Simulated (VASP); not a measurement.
# Ta (P6_3/mmc) in VASP: a series of runs

Aim: see how the results for Ta move with the level of theory and the settings. Levels: RPBE+D3(BJ), PBE. Tasks: single point.

All numbers are computed with VASP 6.6.1; they aren't measurements. Logs are shortened: lines on timing, memory, paths and dates and some standing lists are left out, and cuts for length are marked.

### Step 1. The cell of the first run

It takes space group P6_3/mmc (No. 194, hexagonal). The conventional cell has a = 2.861 Å, b = 2.861 Å, c = 5.096 Å, α = 90.00°, β = 90.00°, γ = 120.00°. Ta (site symmetry -6m2) has 12 Ta at 2.86 to 3.04 Å within 3.8 Å.

### Step 2. Single point, RPBE+D3(BJ) (volume scaled by 0.96)

Input file INCAR:

```
SYSTEM = Ta
  PREC = Accurate
  ENCUT = 520
  EDIFF = 1E-6
  ISMEAR = 1
  SIGMA = 0.2
  LREAL = .FALSE.
  LASPH = .TRUE.
  NELM = 100
  ALGO = Normal
  ISIF = 2
  LWAVE = .FALSE.
  LCHARG = .TRUE.
  GGA = RP
  IVDW = 12
  LELF = .TRUE.
  LVHAR = .TRUE.
  NBANDS = 18
```

Input file KPOINTS:

```
regular mesh
0
G
  11 11 5
  0 0 0
```

Input file POSCAR:

```
Ta
1.0
    2.8611730502      0.0000000000      0.0000000000
   -1.4305865251      2.4778485461      0.0000000000
    0.0000000000      0.0000000000      5.0964509272
Ta
2
Direct
    0.3333333333      0.6666666667      0.2500000000
    0.6666666667      0.3333333333      0.7500000000
```

Potentials or basis: VASP PAW PBE potentials, release 64 (Ta_pv).

On the command line:

```console
$ cat potpaw_PBE.64/Ta_pv/POTCAR > POTCAR
$ mpirun -np 1 vasp_std > vasp.out
```

OUTCAR:

```text
SYSTEM = Ta
   PREC = Accurate
   ENCUT = 520
   EDIFF = 1E-6
   ISMEAR = 1
   LREAL = .FALSE.
   LASPH = .TRUE.
   NELM = 100
   ISIF = 2
   GGA = RP
   IVDW = 12
 IVDW          = 12

 ion  position               nearest neighbor table
   1  0.333  0.667  0.250-   2 3.04   2 3.04   2 3.04   2 3.04   2 3.04   2 3.04
   2  0.667  0.333  0.750-   1 3.04   1 3.04   1 3.04   1 3.04   1 3.04   1 3.04

  LATTYP: Found a hexagonal cell.
 ALAT       =     2.8611730502
 C/A-ratio  =     1.7812452577

  Lattice vectors:

 A1 = (   2.8611730502,   0.0000000000,   0.0000000000)
 A2 = (  -1.4305865251,   2.4778485461,   0.0000000000)
 A3 = (   0.0000000000,   0.0000000000,   5.0964509272)

Analysis of symmetry for initial positions (statically):
=====================================================================
 Subroutine PRICEL returns:
 Original cell was already a primitive cell.

 Routine SETGRP: Setting up the symmetry group for a
 hexagonal supercell.

 Subroutine GETGRP returns: Found 24 space group operations
 (whereof 12 operations were pure point group operations)
 out of a pool of 24 trial point group operations.

The static configuration has the point symmetry D_3d.
 The point group associated with its full space group is D_6h.

Analysis of symmetry for dynamics (positions and initial velocities):
=====================================================================
 Subroutine PRICEL returns:
 Original cell was already a primitive cell.

 Routine SETGRP: Setting up the symmetry group for a
 hexagonal supercell.

 Subroutine GETGRP returns: Found 24 space group operations
 (whereof 12 operations were pure point group operations)
 out of a pool of 24 trial point group operations.

The dynamic configuration has the point symmetry D_3d.
 The point group associated with its full space group is D_6h.

 Subroutine INISYM returns: Found 24 space group operations
 (whereof 12 operations are pure point group operations),
 and found     1 'primitive' translations

----------------------------------------------------------------------------------------

                                     Primitive cell

  volume of cell :      36.1316

  direct lattice vectors                    reciprocal lattice vectors
     2.861173050  0.000000000  0.000000000     0.349506997  0.201787959  0.000000000
    -1.430586525  2.477848546  0.000000000     0.000000000  0.403575917  0.000000000
     0.000000000  0.000000000  5.096450927     0.000000000  0.000000000  0.196214977

  length of vectors
[... 83 lines left out ...]
   LREAL  =      F    real-space projection
   EDIFFG = 0.1E-04   stopping-criterion for IOM
   NSW    =      0    number of steps for IOM
   IBRION =     -1    ionic relax: 0-MD 1-quasi-New 2-CG
   NFREE  =      0    steps in history (QN), initial steepest desc. (CG)
   ISIF   =      2    stress and relaxation
   ISYM   =      2    0-nonsym 1-usesym 2-fastsym
   POTIM  = 0.5000    time-step for ionic-motion
   TEBEG  =    0.0;   TEEND  =   0.0 temperature during run
   PSTRESS=    0.0 pullay stress
   NELECT =      22.0000    total number of electrons
   NUPDOWN=      -1.0000    fix difference up-down
   EMIN   =  10.00;   EMAX   =-10.00  energy-range for DOS
   EFERMI =   0.00;   METHOD = LEGACY
   ISMEAR =     1;   SIGMA  =   0.20  broadening in eV -4-tet -1-fermi 0-gaus
   EFERMI_NEDOS =   21; number of points for ismear=-14 and -15
   IALGO  =     38    algorithm
   IMIX   =      4    mixing-type and parameters
     AMIX     =   0.40;   BMIX     =  1.00
     AMIX_MAG =   1.60;   BMIX_MAG =  1.00
  volume/ion in A,a.u.               =      18.07       121.91
  Fermi-wavevector in a.u.,A,eV,Ry     =   1.387565  2.622119 26.195813  1.925338
  Thomas-Fermi vector in A             =   2.511774
   LORBIT       =      0    0 simple, 1 ext, 2 COOP (PROOUT), +10 PAW based schemes
   GGA     = RP    functional components
   LHFCALC =     F    Hartree Fock is set to
   AEXX    =    0.0000 exact exchange contribution
   IVDW    =    12    specifies the selected vdW correction
   LEPSILON=     F    determine dielectric tensor
   LRPA    =     F    only Hartree local field effects (RPA)
 non-spin polarized calculation
 Methfessel and Paxton  Order N= 1 SIGMA  =   0.20
  energy-cutoff  :      520.00
  volume of cell :       36.13
 maximum number of plane-waves:       985
 NGX is ok and might be reduce to    24
   NGX = 11   NGY = 11   NGZ = 19

 number of electron      22.0000000 magnetization

 Free energy of the ion-electron system (eV)
  ---------------------------------------------------
  ext. energy  EPLUGINS =         0.00000000
  ---------------------------------------------------
  free energy    TOTEN  =       -22.03234834 eV

  energy without entropy =      -22.03482791  energy(sigma->0) =      -22.03317486

 E-fermi :   6.0218     XC(G=0): -12.5353

 val. band max:        6.0046107272   @ k =   0.3636  -0.0000   0.0000
 cond. band min:       6.0497143749   @ k =   0.1818   0.1818   0.0000
 fundamental gap:      0.0451036477
 Fermi energy:         6.0218196453

 k-point     1 :       0.0000    0.0000    0.0000
  band No.  band energies     occupation
      1     -28.5792      2.00000
      2     -27.6511      2.00000
      3     -27.5267      2.00000
      4     -27.5267      2.00000
      5     -27.4342      2.00000
      6     -27.4342      2.00000
[... 481 lines left out ...]
      5     -27.6612      2.00000
      6     -27.5821      2.00000
[... 10 lines left out ...]
     17      11.2956      0.00000
     18      13.0555      0.00000

 [... further k-points ...]

------------------------ aborting loop because EDIFF is reached ----------------------------------------

 Edisp (eV)   -9.57027

 E8    (eV) :    -7.1674

  FORCE on cell =-STRESS in cart. coord.  units (eV):
  Direction    XX          YY          ZZ          XY          YZ          ZX
  --------------------------------------------------------------------------------------
  -------------------------------------------------------------------------------------
  Total      -7.00424    -7.00424    -7.99496    -0.00000    -0.00000     0.00000
  in kB    -310.58811  -310.58811  -354.51961    -0.00000    -0.00000     0.00000
  external pressure =     -325.23 kB  Pullay stress =        0.00 kB

 VOLUME and BASIS-vectors are now :
 -----------------------------------------------------------------------------
  energy-cutoff  :      520.00
  volume of cell :       36.13
      direct lattice vectors                 reciprocal lattice vectors
     2.861173050  0.000000000  0.000000000     0.349506997  0.201787959  0.000000000
    -1.430586525  2.477848546  0.000000000     0.000000000  0.403575917  0.000000000
     0.000000000  0.000000000  5.096450927     0.000000000  0.000000000  0.196214977

 POSITION                                       TOTAL-FORCE (eV/Angst)
 -----------------------------------------------------------------------------------
     -0.00000      1.65190      1.27411         0.000000      0.000000      0.000000
      1.43059      0.82595      3.82234        -0.000000      0.000000      0.000000
 -----------------------------------------------------------------------------------
    total drift:                                0.000000     -0.000000      0.000000

  FREE ENERGIE OF THE ION-ELECTRON SYSTEM (eV)
  ---------------------------------------------------
  free  energy   TOTEN  =       -31.6026203349 eV

  energy  without entropy=      -31.6050999006  energy(sigma->0) =      -31.60344686
```

OSZICAR:

```text
N       E                     dE             d eps       ncg     rms          rms(c)
DAV:   1     0.172759172669E+03    0.17276E+03   -0.12938E+04  1728   0.128E+03
DAV:   2    -0.184716029759E+02   -0.19123E+03   -0.18817E+03  2082   0.355E+02
DAV:   3    -0.228080168363E+02   -0.43364E+01   -0.42473E+01  2056   0.505E+01
DAV:   4    -0.228415819972E+02   -0.33565E-01   -0.33504E-01  1962   0.458E+00
DAV:   5    -0.228418571602E+02   -0.27516E-03   -0.27515E-03  1948   0.379E-01    0.186E+01
DAV:   6    -0.222334195026E+02    0.60844E+00   -0.64201E-01  1892   0.728E+00    0.928E+00
DAV:   7    -0.220341400502E+02    0.19928E+00   -0.61794E-01  1978   0.680E+00    0.525E-01
DAV:   8    -0.220323745076E+02    0.17655E-02   -0.11275E-02  1888   0.928E-01    0.167E-01
DAV:   9    -0.220323664239E+02    0.80837E-05   -0.35523E-04  2000   0.171E-01    0.613E-02
DAV:  10    -0.220323504753E+02    0.15949E-04   -0.31855E-05  2086   0.462E-02    0.900E-03
DAV:  11    -0.220323492025E+02    0.12728E-05   -0.34884E-06  1796   0.147E-02    0.461E-03
DAV:  12    -0.220323483406E+02    0.86190E-06   -0.20209E-07   894   0.472E-03
   1 F= -.31602620E+02 E0= -.31603447E+02  d E =0.247957E-02
```

Wall time 43 s (1 thread of AMD EPYC 7R13, shared host); peak memory 0.15 GiB.

Results:

| Property | Result |
| --- | --- |
| Free energy | -31.6026 eV |
| Pressure | -32.5 GPa |
| Band gap on the k mesh | zero (band 11 reaches 6.99 eV, above the bottom of band 12 at 5.43 eV) |
| Dispersion energy per atom | -4.785 eV |

Stress tensor (GPa, compression positive):
```
-31.06   0.00   0.00
  0.00 -31.06   0.00
  0.00   0.00 -35.45
```

Levels at points of the mesh, in eV from the Fermi level:
```tsv
k point	band 9	band 10	band 11	band 12	band 13	band 14
(0.00, 0.00, 0.00)	-0.64	-0.09	0.58	0.58	1.18	1.18
```

Caveat: the cell differs from its parent crystal (volume scaled by 0.96); the PAW data sets were made with another functional, which shifts forces and pressure a little; spin-orbit coupling is left out, which moves the levels of the heavy elements; pairwise dispersion overbinds metals, which lowers pressure and volume.

### Step 3. Single point, RPBE+D3(BJ) (volume scaled by 0.98)

Input file INCAR:

```
SYSTEM = Ta
ALGO     = Normal         ! electronic algorithm
EDIFF    = 1E-6           ! SCF threshold, eV
ENCUT    = 520            ! plane-wave cutoff, eV
GGA      = RP             ! functional
ISIF     = 2              ! what is computed and relaxed
ISMEAR   = 1              ! smearing method
IVDW     = 12             ! dispersion correction
LASPH    = .TRUE.         ! aspherical terms in the spheres
LCHARG   = .TRUE.         ! write CHGCAR
LELF     = .TRUE.         ! ELF
LREAL    = .FALSE.        ! projectors in reciprocal space
LVHAR    = .TRUE.       
LWAVE    = .FALSE.        ! write WAVECAR
NBANDS   = 18             ! bands
NELM     = 80             ! most SCF steps
PREC     = Accurate       ! precision mode
SIGMA    = 0.2            ! smearing width, eV
```

Input file KPOINTS:

```
k-points
0
G
  11 11 5
  0 0 0
```

Input file POSCAR:

```
Ta
1.0
    2.8809059017      0.0000000000      0.0000000000
   -1.4404529508      2.4949376968      0.0000000000
    0.0000000000      0.0000000000      5.1315999754
Ta
2
Direct
    0.3333333333      0.6666666667      0.2500000000
    0.6666666667      0.3333333333      0.7500000000
```

Potentials or basis: VASP PAW PBE potentials, release 64 (Ta_pv).

On the command line:

```console
$ cat potpaw_PBE.64/Ta_pv/POTCAR > POTCAR
$ mpirun -np 1 vasp_std > vasp.out
```

OUTCAR:

```text
SYSTEM = Ta
   EDIFF = 1E-6
   ENCUT = 520
   GGA = RP
   ISIF = 2
   ISMEAR = 1
   IVDW = 12
   LASPH = .TRUE.
   LREAL = .FALSE.
   NELM = 80
   PREC = Accurate
 IVDW          = 12

 ion  position               nearest neighbor table
   1  0.333  0.667  0.250-   2 3.06   2 3.06   2 3.06   2 3.06   2 3.06   2 3.06
   2  0.667  0.333  0.750-   1 3.06   1 3.06   1 3.06   1 3.06   1 3.06   1 3.06

  LATTYP: Found a hexagonal cell.
 ALAT       =     2.8809059017
 C/A-ratio  =     1.7812452577

  Lattice vectors:

 A1 = (   2.8809059017,   0.0000000000,   0.0000000000)
 A2 = (  -1.4404529508,   2.4949376968,   0.0000000000)
 A3 = (   0.0000000000,   0.0000000000,   5.1315999754)

Analysis of symmetry for initial positions (statically):
=====================================================================
 Subroutine PRICEL returns:
 Original cell was already a primitive cell.

 Routine SETGRP: Setting up the symmetry group for a
 hexagonal supercell.

 Subroutine GETGRP returns: Found 24 space group operations
 (whereof 12 operations were pure point group operations)
 out of a pool of 24 trial point group operations.

[... 164 lines left out ...]

 E-fermi :   5.8484     XC(G=0): -12.4293

 val. band max:        5.8419595921   @ k =   0.3636   0.0000   0.0000
 cond. band min:       5.8802110024   @ k =   0.2727   0.1818   0.2000
 fundamental gap:      0.0382514103
 Fermi energy:         5.8483787028

 k-point     1 :       0.0000    0.0000    0.0000
  band No.  band energies     occupation
      1     -28.7564      2.00000
      2     -27.8928      2.00000
      3     -27.7701      2.00000
      4     -27.7701      2.00000
      5     -27.6835      2.00000
      6     -27.6835      2.00000
[... 481 lines left out ...]
      5     -27.8967      2.00000
      6     -27.8220      2.00000
[... 10 lines left out ...]
     17      10.9981      0.00000
     18      12.6966      0.00000

 [... further k-points ...]

------------------------ aborting loop because EDIFF is reached ----------------------------------------

 Edisp (eV)   -9.37034

 E8    (eV) :    -7.0194

  FORCE on cell =-STRESS in cart. coord.  units (eV):
  Direction    XX          YY          ZZ          XY          YZ          ZX
  --------------------------------------------------------------------------------------
  -------------------------------------------------------------------------------------
  Total      -7.90390    -7.90390    -8.80710    -0.00000     0.00000     0.00000
  in kB    -343.32878  -343.32878  -382.56194    -0.00000     0.00000     0.00000
  external pressure =     -356.41 kB  Pullay stress =        0.00 kB

 VOLUME and BASIS-vectors are now :
 -----------------------------------------------------------------------------
  energy-cutoff  :      520.00
  volume of cell :       36.88
      direct lattice vectors                 reciprocal lattice vectors
     2.880905902  0.000000000  0.000000000     0.347113038  0.200405806  0.000000000
    -1.440452951  2.494937697  0.000000000     0.000000000  0.400811612  0.000000000
     0.000000000  0.000000000  5.131599975     0.000000000  0.000000000  0.194870996

 POSITION                                       TOTAL-FORCE (eV/Angst)
 -----------------------------------------------------------------------------------
     -0.00000      1.66329      1.28290        -0.000000      0.000000      0.000000
      1.44045      0.83165      3.84870         0.000000     -0.000000      0.000000
 -----------------------------------------------------------------------------------
    total drift:                               -0.000000      0.000000     -0.000000

  FREE ENERGIE OF THE ION-ELECTRON SYSTEM (eV)
  ---------------------------------------------------
  free  energy   TOTEN  =       -31.4425976869 eV

  energy  without entropy=      -31.4449117722  energy(sigma->0) =      -31.44336905
```

Wall time 50 s (1 thread of AMD EPYC 7R13, shared host); peak memory 0.15 GiB.

What came out:

| Property | Result |
| --- | --- |
| Free energy | -31.4426 eV |
| Pressure | -35.6 GPa |
| Band gap on the k mesh | zero (band 11 reaches 6.77 eV, above the bottom of band 12 at 5.28 eV) |
| Dispersion energy per atom | -4.685 eV |

Stress tensor (GPa, compression positive):
```
-34.33   0.00   0.00
  0.00 -34.33   0.00
  0.00   0.00 -38.26
```

Caveat: the cell differs from its parent crystal (volume scaled by 0.98); the PAW data sets were made with another functional, which shifts forces and pressure a little; spin-orbit coupling is left out, which moves the levels of the heavy elements; pairwise dispersion overbinds metals, which lowers pressure and volume.

### Step 4. Single point, PBE

This run uses another cell than the first one, of 18.82 Å³/atom, 1.042 times its volume.

Input file INCAR:

```
PREC     = Accurate       # precision mode
ENCUT    = 520            # plane-wave cutoff, eV
EDIFF    = 1E-6           # SCF threshold, eV
ISMEAR   = 0              # smearing method
SIGMA    = 0.02           # smearing width, eV
LREAL    = F              # projectors in reciprocal space
LASPH    = T              # aspherical terms in the spheres
NELM     = 80             # most SCF steps
ALGO     = Normal         # electronic algorithm
ISIF     = 2              # what is computed and relaxed
LWAVE    = F              # write WAVECAR
LCHARG   = F              # write CHGCAR
GGA      = PE             # functional
NBANDS   = 18             # bands
```

Input file KPOINTS:

```
Automatic mesh
0
Gamma
  11 11 5
```

Input file POSCAR:

```
Ta
1.0
    2.9003720726      0.0000000000      0.0000000000
   -1.4501860363      2.5117958953      0.0000000000
    0.0000000000      0.0000000000      5.1662740000
Ta
2
Direct
    0.3333333333      0.6666666667      0.2500000000
    0.6666666667      0.3333333333      0.7500000000
```

On the command line:

```console
$ cat potpaw_PBE.64/Ta_pv/POTCAR > POTCAR
$ mpirun -np 1 vasp_std > vasp.out
```

Run time: 46 s. Hardware: 1 thread of AMD EPYC 7R13, shared host; peak memory 0.14 GiB.

Results (log left out):

```
Free energy            : -23.0779 eV
Pressure               : -1.0 GPa
Band gap on the k mesh : zero (band 11 reaches 6.47 eV, above the bottom of band 12 at 5.03 eV)
```

Stress tensor (GPa, compression positive):
```
-1.61  0.00  0.00
 0.00 -1.61  0.00
 0.00  0.00  0.15
```

Levels at points of the mesh, in eV from the Fermi level:
| k point | band 9 | band 10 | band 11 | band 12 | band 13 | band 14 |
| --- | --- | --- | --- | --- | --- | --- |
| (0.00, 0.00, 0.00) | -0.61 | -0.19 | 0.55 | 0.55 | 1.11 | 1.11 |

Caveat: spin-orbit coupling is left out, which moves the levels of the heavy elements.

### Step 5. The runs side by side

```tsv
level	cell	smearing	gap on the mesh (eV)	pressure (GPa)
RPBE+D3(BJ)	a = 2.861, b = 2.861, c = 5.096 Å, angles 90.0, 90.0, 120.0°, 2 atoms	methfessel-paxton 0.2 eV	none	-32.5
RPBE+D3(BJ)	a = 2.881, b = 2.881, c = 5.132 Å, angles 90.0, 90.0, 120.0°, 2 atoms	methfessel-paxton 0.2 eV	none	-35.6
PBE	a = 2.900, b = 2.900, c = 5.166 Å, angles 90.0, 90.0, 120.0°, 2 atoms	gaussian 0.02 eV	none	-1.0
```

Alike in all rows: task single point; potentials or basis VASP PAW PBE potentials, release 64 (Ta_pv); no spin polarisation; k mesh 11 × 11 × 5; cutoff (eV) 520.

Caveats: spin-orbit coupling is left out, which moves the levels of the heavy elements; the PAW data sets were made with another functional, which shifts forces and pressure a little (some runs); pairwise dispersion overbinds metals, which lowers pressure and volume (some runs).

Total energies depend on the potentials used, so only differences within one code and one set of settings carry meaning.
